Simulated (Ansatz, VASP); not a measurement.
## NaAg: VASP beside Ansatz

INCAR

```
SYSTEM = NaAg
PREC     = Accurate       ! precision mode
ENCUT    = 520            ! plane-wave cutoff, eV
EDIFF    = 1E-7           ! SCF threshold, eV
ISMEAR   = -1             ! smearing method
SIGMA    = 0.05           ! smearing width, eV
LREAL    = .FALSE.        ! projectors in reciprocal space
LASPH    = .TRUE.         ! aspherical terms in the spheres
NELM     = 60             ! most SCF steps
ALGO     = Normal         ! electronic algorithm
ISIF     = 2              ! what is computed and relaxed
LWAVE    = .FALSE.        ! write WAVECAR
LCHARG   = .FALSE.        ! write CHGCAR
NBANDS   = 16             ! bands
```

KPOINTS

```
Automatic mesh
0
G
  12 12 12
  0 0 0
```

The input POSCAR:

```
NaAg
1.0
    0.0000000000      2.8822804510      2.8822804510
    2.8822804510      0.0000000000      2.8822804510
    2.8822804510      2.8822804510      0.0000000000
Na Ag
1 1
Direct
    0.0000000000      0.0000000000      0.0000000000
    0.5000000000      0.5000000000      0.5000000000
```

Input for Ansatz:

```yaml
crystal:
  lattice:
    - [0.0, 2.882280451, 2.882280451]
    - [2.882280451, 0.0, 2.882280451]
    - [2.882280451, 2.882280451, 0.0]
  atoms:
    - { symbol: Na, position: [0.0, 0.0, 0.0] }
    - { symbol: Ag, position: [0.5, 0.5, 0.5] }
kpoints:
  mp_grid: { grid: [12, 12, 12] }
  band_path:
    path:
      - [0.0, 0.0, 0.0]
      - [0.5, 0.0, 0.5]
      - [0.625, 0.25, 0.625]
      - [0.375, 0.375, 0.75]
      - [0.0, 0.0, 0.0]
      - [0.5, 0.5, 0.5]
      - [0.5, 0.25, 0.75]
      - [0.5, 0.0, 0.5]
    npoints: 14
scf:
  occupations: { method: fermi_dirac, width: 0.05 }
hamiltonian:
  xc: lda
  pseudopotentials: { kind: all_electron, lapw: { basis_error: 0.0005 } }
output:
  forces: true
  stress: true
  eigenvalues: true
  populations: true
  dos: { projected: true, de: 0.2, e_range: [-14, 8] }
```

Alike in both runs: task single point; functional LDA; k mesh 12 × 12 × 12; occupations fermi-dirac, width 0.05 eV; no spin polarisation.

|  | VASP | Ansatz |
| --- | --- | --- |
| version | VASP 6.6.1 | Ansatz 0.2.0 |
| potentials or method | VASP PAW LDA potentials, release 64 (Na_pv, Ag), cutoff 520 eV | all-electron LAPW, scalar-relativistic |

```tsv
	VASP	Ansatz	Ansatz less VASP
pressure (GPa)	0.0	0.0	-0.01
```

LDA's correlation is that of Perdew and Zunger in VASP and of Perdew and Wang (1992) in Ansatz. Ansatz ran all-electron here, and VASP with PAW potentials.
